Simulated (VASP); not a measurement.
Input of a VASP 6.6.1 run:

Contents of POSCAR:

```
Ti
1.0
    2.9740616658      0.0000000000      0.0000000000
   -1.4870308329      2.5756129550      0.0000000000
    0.0000000000      0.0000000000      4.6996347288
Ti
2
Direct
    0.3333333333      0.6666666667      0.2500000000
    0.6666666667      0.3333333333      0.7500000000
```

Contents of INCAR.step1:

```
PREC = Accurate ; ENCUT = 520
ISMEAR = -1 ; SIGMA = 0.05
LREAL = F ; LASPH = T
NELM = 150 ; ISPIN = 2
MAGMOM = 1 1 ; LMAXMIX = 4
NBANDS = 23 ; GGA = PE
ALGO = Normal ; EDIFF = 1E-4
LWAVE = T ; LCHARG = F
```

File INCAR.step2:

```
PREC = Accurate ; ENCUT = 520
EDIFF = 1E-6 ; ISMEAR = -1
SIGMA = 0.05 ; LREAL = F
LASPH = T ; NELM = 150
ALGO = Normal ; ISIF = 2
LWAVE = F ; LCHARG = F
ISPIN = 2 ; MAGMOM = 1 1
LORBIT = 11 ; LMAXMIX = 4
METAGGA = R2SCAN ; LMIXTAU = T
NBANDS = 23 ; ISTART = 1
```

The input KPOINTS:

```
Automatic mesh
0
Gamma
  20 20 11
```

Potentials or basis: VASP PAW PBE potentials, release 64 (Ti_sv).

The run is started by

```sh
$ cat potpaw_PBE.64/Ti_sv/POTCAR > POTCAR
$ cp INCAR.step1 INCAR
$ mpirun -np 1 vasp_std > vasp.out
$ cp INCAR.step2 INCAR
$ mpirun -np 1 vasp_std > vasp.out
```

What does it give for the pressure?

-4.0 GPa.

Estimate the band gap on the k mesh.

zero (filled and empty bands overlap).

Caveat: the cell stands under tension; the PAW data sets were made with another functional, which shifts forces and pressure a little.
